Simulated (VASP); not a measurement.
# Al2O3 (R-3c) in VASP: further runs

The runs below take Al2O3 through single point, with LDA.

All numbers are computed with VASP 6.6.1; they aren't measurements. Logs are shortened: lines on timing, memory, paths and dates and some standing lists are left out, and cuts for length are marked.

**The experiment to reproduce.**

From “Multi-petahertz electron interference in Cr:Al2O3 solid-state material”, 2018, pmc:5906618, for a bulk crystal of Al2O3: band gap 8.7 eV (optical).

The runs below are set against these values where they give the same quantity.

## 1. The cell of the first run

The structure is trigonal, space group R-3c (No. 167). The conventional cell has a = 4.729 Å, b = 4.729 Å, c = 12.892 Å, α = 90.00°, β = 90.00°, γ = 120.00°. Al (site symmetry 3) has 6 O at 1.84 to 1.96 Å within 2.4 Å. O (site symmetry 2) has 4 Al at 1.84 to 1.96 Å within 2.4 Å.

## 2. Single point, LDA

Input file INCAR:

```
SYSTEM = Al2O3
  PREC = Accurate
  ENCUT = 520
  EDIFF = 1E-6
  ISMEAR = 0
  SIGMA = 0.02
  LREAL = .False.
  LASPH = .True.
  NELM = 100
  ALGO = Normal
  ISIF = 2
  LWAVE = .False.
  LCHARG = .False.
  GGA = CA
  NBANDS = 35
```

Input file KPOINTS:

```
regular mesh
0
Gamma
  6 6 6
  0 0 0
```

Input file POSCAR:

```
Al2O3
1.0
    2.3645943923      1.3651992089      4.2972283229
   -2.3645943923      1.3651992089      4.2972283229
    0.0000000000     -2.7303984179      4.2972283228
Al O
4 6
Direct
    0.3520239544      0.3520239544      0.3520239544
    0.1479760456      0.1479760456      0.1479760456
    0.6479760456      0.6479760456      0.6479760456
    0.8520239544      0.8520239544      0.8520239544
    0.5558600132      0.9441399868      0.2500000000
    0.2500000000      0.5558600132      0.9441399868
    0.9441399868      0.2500000000      0.5558600132
    0.4441399868      0.0558600132      0.7500000000
    0.7500000000      0.4441399868      0.0558600132
    0.0558600132      0.7500000000      0.4441399868
```

Potentials or basis: VASP PAW LDA potentials, release 64 (Al, O).

Command:

```console
$ cat potpaw_LDA.64/Al/POTCAR potpaw_LDA.64/O/POTCAR > POTCAR
$ mpirun -np 1 vasp_std > vasp.out
```

OUTCAR:

```text
SYSTEM = Al2O3
   PREC = Accurate
   ENCUT = 520
   EDIFF = 1E-6
   ISMEAR = 0
   LREAL = .False.
   LASPH = .True.
   NELM = 100
   ISIF = 2
   GGA = CA

 ion  position               nearest neighbor table
   1  0.352  0.352  0.352-  10 1.84   8 1.84   9 1.84   6 1.96   5 1.96   7 1.96   2 2.63   3 2.77
                             3 2.77   3 2.77   2 3.20   2 3.20   2 3.20
   2  0.148  0.148  0.148-   9 1.84   8 1.84  10 1.84   7 1.96   5 1.96   6 1.96   1 2.63   4 2.77
                             4 2.77   4 2.77   1 3.20   1 3.20   1 3.20
   3  0.648  0.648  0.648-   7 1.84   5 1.84   6 1.84   9 1.96   8 1.96  10 1.96   4 2.63   1 2.77
                             1 2.77   1 2.77   4 3.20   4 3.20   4 3.20
   4  0.852  0.852  0.852-   6 1.84   5 1.84   7 1.84  10 1.96   8 1.96   9 1.96   3 2.63   2 2.77
                             2 2.77   2 2.77   3 3.20   3 3.20   3 3.20
   5  0.556  0.944  0.250-   3 1.84   4 1.84   1 1.96   2 1.96
   6  0.250  0.556  0.944-   4 1.84   3 1.84   1 1.96   2 1.96
   7  0.944  0.250  0.556-   3 1.84   4 1.84   2 1.96   1 1.96
   8  0.444  0.056  0.750-   1 1.84   2 1.84   3 1.96   4 1.96
   9  0.750  0.444  0.056-   2 1.84   1 1.84   3 1.96   4 1.96
  10  0.056  0.750  0.444-   1 1.84   2 1.84   4 1.96   3 1.96

  LATTYP: Found a trigonal (rhomboedric) cell.
 ALAT       =     5.0912912684
 COS(alpha) =     0.5685927696

  Lattice vectors:

 A1 = (   2.3645943923,   1.3651992089,   4.2972283229)
 A2 = (  -2.3645943923,   1.3651992089,   4.2972283229)
 A3 = (   0.0000000000,  -2.7303984179,   4.2972283228)

Analysis of symmetry for initial positions (statically):
=====================================================================
 Subroutine PRICEL returns:
 Original cell was already a primitive cell.

 Routine SETGRP: Setting up the symmetry group for a
 trigonal (rhombohedral) supercell.

 Subroutine GETGRP returns: Found 12 space group operations
 (whereof  6 operations were pure point group operations)
 out of a pool of 12 trial point group operations.

The static configuration has the point symmetry S_6 .
 The point group associated with its full space group is D_3d.

Analysis of symmetry for dynamics (positions and initial velocities):
=====================================================================
 Subroutine PRICEL returns:
 Original cell was already a primitive cell.

 Routine SETGRP: Setting up the symmetry group for a
 trigonal (rhombohedral) supercell.

 Subroutine GETGRP returns: Found 12 space group operations
 (whereof  6 operations were pure point group operations)
[... 124 lines left out ...]
   NFREE  =      0    steps in history (QN), initial steepest desc. (CG)
   ISIF   =      2    stress and relaxation
   ISYM   =      2    0-nonsym 1-usesym 2-fastsym
   POTIM  = 0.5000    time-step for ionic-motion
   TEBEG  =    0.0;   TEEND  =   0.0 temperature during run
   PSTRESS=    0.0 pullay stress
   NELECT =      48.0000    total number of electrons
   NUPDOWN=      -1.0000    fix difference up-down
   EMIN   =  10.00;   EMAX   =-10.00  energy-range for DOS
   EFERMI =   0.00;   METHOD = LEGACY
   ISMEAR =     0;   SIGMA  =   0.02  broadening in eV -4-tet -1-fermi 0-gaus
   EFERMI_NEDOS =   21; number of points for ismear=-14 and -15
   IALGO  =     38    algorithm
   IMIX   =      4    mixing-type and parameters
     AMIX     =   0.40;   BMIX     =  1.00
     AMIX_MAG =   1.60;   BMIX_MAG =  1.00
  volume/ion in A,a.u.               =       8.32        56.17
  Fermi-wavevector in a.u.,A,eV,Ry     =   1.362671  2.575075 25.264293  1.856873
  Thomas-Fermi vector in A             =   2.489141
   LORBIT       =      0    0 simple, 1 ext, 2 COOP (PROOUT), +10 PAW based schemes
   GGA     = CA    functional components
   LHFCALC =     F    Hartree Fock is set to
   AEXX    =    0.0000 exact exchange contribution
   IVDW    =     0    specifies the selected vdW correction
   LEPSILON=     F    determine dielectric tensor
   LRPA    =     F    only Hartree local field effects (RPA)
 non-spin polarized calculation
 Gauss-broadening in eV      SIGMA  =   0.02
  energy-cutoff  :      520.00
  volume of cell :       83.23
 maximum number of plane-waves:      2259
 NGX is ok and might be reduce to    40
   NGX = 19   NGY = 19   NGZ = 19

 number of electron      48.0000010 magnetization

 Free energy of the ion-electron system (eV)
  ---------------------------------------------------
  ext. energy  EPLUGINS =         0.00000000
  ---------------------------------------------------
  free energy    TOTEN  =       -83.10347508 eV

  energy without entropy =      -83.10347508  energy(sigma->0) =      -83.10347508

 E-fermi :   6.1509     XC(G=0): -12.2688

 val. band max:        6.0678765179   @ k =   0.0000   0.0000   0.0000
 cond. band min:      12.5076838452   @ k =   0.0000   0.0000   0.0000
 fundamental gap:      6.4398073273
 Fermi energy:         6.1509485009

 k-point     1 :       0.0000    0.0000    0.0000
  band No.  band energies     occupation
      1     -13.1210      2.00000
      2     -10.6026      2.00000
      3     -10.2967      2.00000
      4     -10.2967      2.00000
      5      -9.9545      2.00000
      6      -9.9545      2.00000
[... 901 lines left out ...]
     34      19.3822      0.00000
     35      19.5799      0.00000

 [... further k-points ...]
[... 5 lines left out ...]
  --------------------------------------------------------------------------------------
  -------------------------------------------------------------------------------------
  Total        0.4655487      0.4655487      0.3472833      0.0000000      0.0000000      0.0000000
  in kB        8.9615549      8.9615549      6.6850109      0.0000000      0.0000000      0.0000000
  external PRESSURE =       8.2027069 kB  Pullay stress =       0.0000000 kB

 VOLUME and BASIS-vectors are now :
 -----------------------------------------------------------------------------
  energy-cutoff  :      520.00
  volume of cell :       83.23
      direct lattice vectors                 reciprocal lattice vectors
     2.364594392  1.365199209  4.297228323     0.211452756  0.122082305  0.077569379
    -2.364594392  1.365199209  4.297228323    -0.211452756  0.122082305  0.077569379
     0.000000000 -2.730398418  4.297228323     0.000000000 -0.244164611  0.077569379

 POSITION                                       TOTAL-FORCE (eV/Angst)
 -----------------------------------------------------------------------------------
      0.00000     -0.00000      4.53818         0.000000      0.000000     -0.011825
      0.00000     -0.00000      1.90766         0.000000     -0.000000      0.011825
      0.00000     -0.00000      8.35350         0.000000     -0.000000      0.011825
      0.00000     -0.00000     10.98402         0.000000      0.000000     -0.011825
     -0.91812      1.36520      7.52015        -0.008563     -0.000000     -0.000000
     -0.72323     -1.47772      7.52015         0.004281     -0.007416     -0.000000
      1.64136      0.11252      7.52015         0.004281      0.007416      0.000000
      0.91812     -1.36520      5.37154         0.008563     -0.000000      0.000000
      0.72323      1.47772      5.37154        -0.004281      0.007416      0.000000
     -1.64136     -0.11252      5.37154        -0.004281     -0.007416     -0.000000
 -----------------------------------------------------------------------------------
    total drift:                                0.000000      0.000000     -0.000000

  FREE ENERGIE OF THE ION-ELECTRON SYSTEM (eV)
  ---------------------------------------------------
  free  energy   TOTEN  =       -83.1034750754 eV

  energy  without entropy=      -83.1034750754  energy(sigma->0) =      -83.10347508
```

OSZICAR:

```text
N       E                     dE             d eps       ncg     rms          rms(c)
DAV:   1     0.213335271567E+03    0.21334E+03   -0.25487E+04  2240   0.131E+03
DAV:   2    -0.796374512928E+02   -0.29297E+03   -0.28468E+03  2845   0.287E+02
DAV:   3    -0.915036985384E+02   -0.11866E+02   -0.11826E+02  2928   0.583E+01
DAV:   4    -0.915866782726E+02   -0.82980E-01   -0.82926E-01  2760   0.565E+00
DAV:   5    -0.915874608619E+02   -0.78259E-03   -0.78240E-03  2844   0.543E-01    0.177E+01
DAV:   6    -0.832963994224E+02    0.82911E+01   -0.28609E+01  2732   0.284E+01    0.633E+00
DAV:   7    -0.831901317814E+02    0.10627E+00   -0.87223E-01  2672   0.458E+00    0.321E+00
DAV:   8    -0.831105460837E+02    0.79586E-01   -0.78417E-02  2825   0.205E+00    0.743E-01
DAV:   9    -0.831034263463E+02    0.71197E-02   -0.13290E-02  2904   0.604E-01    0.269E-01
DAV:  10    -0.831034942569E+02   -0.67911E-04   -0.50877E-04  2631   0.135E-01    0.669E-02
DAV:  11    -0.831034749357E+02    0.19321E-04   -0.13190E-04  2752   0.667E-02    0.259E-02
DAV:  12    -0.831034750754E+02   -0.13969E-06   -0.39748E-06  2794   0.132E-02
   1 F= -.83103475E+02 E0= -.83103475E+02  d E =-.168029E-11
```

Run time: 97 s. Hardware: 1 thread of Intel Xeon Platinum 8488C (Sapphire Rapids), shared host; peak memory 0.22 GiB.

Results:

```yaml
Free_energy: -83.1035 eV
Pressure: 0.8 GPa
Largest_force: 0.012 eV/Å
Band_gap_on_the_k_mesh: 6.44 eV, direct
```

Forces on the atoms (eV/Å):
```
Al   0.000  0.000 -0.012
Al   0.000  0.000  0.012
Al   0.000  0.000  0.012
Al   0.000  0.000 -0.012
O   -0.009  0.000  0.000
O    0.004 -0.007  0.000
O    0.004  0.007  0.000
O    0.009  0.000  0.000
O   -0.004  0.007  0.000
O   -0.004 -0.007  0.000
```

Stress tensor (GPa, compression positive):
```
0.90 0.00 0.00
0.00 0.90 0.00
0.00 0.00 0.67
```

Levels at points of the mesh, in eV from the valence-band top:
```csv
k point,band 20,band 21,band 22,band 23,band 24,band 25,band 26,band 27,band 28,band 29
"(0.00, 0.00, 0.00)",-0.52,-0.52,-0.04,-0.04,0.00,6.44,9.09,10.79,11.55,11.55
"(0.50, 0.00, 0.00)",-1.35,-0.95,-0.95,-0.29,-0.29,9.47,9.47,9.76,9.76,11.63
"(0.50, 0.50, 0.00)",-1.34,-1.06,-0.95,-0.77,-0.26,9.45,9.86,9.97,10.47,11.09
"(0.50, 0.50, 0.50)",-2.09,-0.39,-0.39,-0.39,-0.39,8.77,8.77,11.01,11.01,12.56
```

## 3. Single point, LDA

Input file INCAR:

```
PREC = Accurate ; ENCUT = 520
EDIFF = 1E-7 ; ISMEAR = 0
SIGMA = 0.01 ; LREAL = False
LASPH = True ; NELM = 60
ALGO = Normal ; ISIF = 2
LWAVE = False ; LCHARG = False
GGA = CA ; NBANDS = 35
```

Input file KPOINTS:

```
Automatic mesh
0
Gamma
  6 6 6
```

Input file POSCAR:

```
Al2O3
1.0
    2.3645822768      1.3651922140      4.2971869095
   -2.3645822768      1.3651922140      4.2971869095
    0.0000000000     -2.7303844281      4.2971869094
Al O
4 6
Direct
    0.3520241665      0.3520241665      0.3520241665
    0.1479758335      0.1479758335      0.1479758335
    0.6479758335      0.6479758335      0.6479758335
    0.8520241665      0.8520241665      0.8520241665
    0.5558602098      0.9441397902      0.2500000000
    0.2500000000      0.5558602098      0.9441397902
    0.9441397902      0.2500000000      0.5558602098
    0.4441397902      0.0558602098      0.7500000000
    0.7500000000      0.4441397902      0.0558602098
    0.0558602098      0.7500000000      0.4441397902
```

Potentials or basis: VASP PAW LDA potentials, release 64 (Al, O).

Command:

```console
$ cat potpaw_LDA.64/Al/POTCAR potpaw_LDA.64/O/POTCAR > POTCAR
$ mpirun -np 1 vasp_std > vasp.out
```

Run time: 1.8 min. Hardware: 1 thread of Intel Xeon Platinum 8488C (Sapphire Rapids), shared host; peak memory 0.22 GiB.

It converged, with:

| Quantity | Value |
| --- | --- |
| Free energy | -83.1035 eV |
| Pressure | 0.9 GPa |
| Largest force | 0.012 eV/Å |
| Band gap on the k mesh | 6.44 eV, direct |

Forces in eV/Å, atoms in the order of the input:
```
Al   0.000  0.000 -0.012
Al   0.000  0.000  0.012
Al   0.000  0.000  0.012
Al   0.000  0.000 -0.012
O   -0.009  0.000  0.000
O    0.004 -0.008  0.000
O    0.004  0.008  0.000
O    0.009  0.000  0.000
O   -0.004  0.008  0.000
O   -0.004 -0.008  0.000
```

Stress tensor (GPa, compression positive):
```
0.94 0.00 0.00
0.00 0.94 0.00
0.00 0.00 0.72
```

Levels at points of the mesh, in eV from the valence-band top:
```
           k point  band 21  band 22  band 23  band 24  band 25  band 26  band 27  band 28
(0.00, 0.00, 0.00)    -0.52    -0.04    -0.04     0.00     6.44     9.09    10.79    11.55
(0.50, 0.00, 0.00)    -0.95    -0.95    -0.29    -0.29     9.47     9.47     9.76     9.76
(0.50, 0.50, 0.00)    -1.06    -0.95    -0.77    -0.26     9.45     9.86     9.97    10.47
(0.50, 0.50, 0.50)    -0.39    -0.39    -0.39    -0.39     8.77     8.77    11.01    11.01
```

A k mesh can miss the band edges.

## 4. How close it comes

Step 2. Against the measured gap of Al2O3, 8.7 eV (optical; quoted in “Multi-petahertz electron interference in Cr:Al2O3 solid-state material”, 2018, pmc:5906618), the calculated 6.44 eV is off by -2.26 eV. The value is that of LDA on a finite k mesh, which can miss the band edges, without temperature or zero-point motion. Semilocal functionals fall short of measured gaps as a rule.
